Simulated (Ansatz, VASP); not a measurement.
## PbO2: VASP beside Ansatz

```
Pb O
1.0
     4.99496    0.00000    0.00000
     0.00000    4.99496    0.00000
     0.00000    0.00000    3.40900
Pb O
2 4
Direct
  0.50000 0.50000 0.50000
  0.00000 0.00000 0.00000
  0.69257 0.69257 0.00000
  0.80743 0.19257 0.50000
  0.19257 0.80743 0.50000
  0.30743 0.30743 0.00000
```

Alike in both runs: functional PBE; k mesh 5 × 5 × 7; occupations fermi-dirac, width 0.05 eV; no spin polarisation.

|  | VASP | Ansatz |
| --- | --- | --- |
| version | VASP 6.6.1 | Ansatz 0.2.0 |
| potentials or method | VASP PAW PBE potentials, release 64 (Pb_d, O) | Ansatz PAW |
| plane-wave cutoff (eV) | 520 | 420 |
| valence electrons in the cell | 52 | 52 |
| task | single point | band structure |

Ansatz gave:

| Property | Result |
| --- | --- |
| pressure (GPa) | 5.6 |
| traceless stress, the component that is largest in VASP (GPa) | 0.74 |
| rms of the force components (eV/Å) | 0.017 |

Which values does VASP return?

Pressure (GPa): 5.9; traceless stress, the component that is largest in VASP (GPa): 0.85; rms of the force components (eV/Å): 0.022.

Atom by atom the forces differ by 0.005 eV/Å (rms over components).

Neither program's run includes spin-orbit coupling.
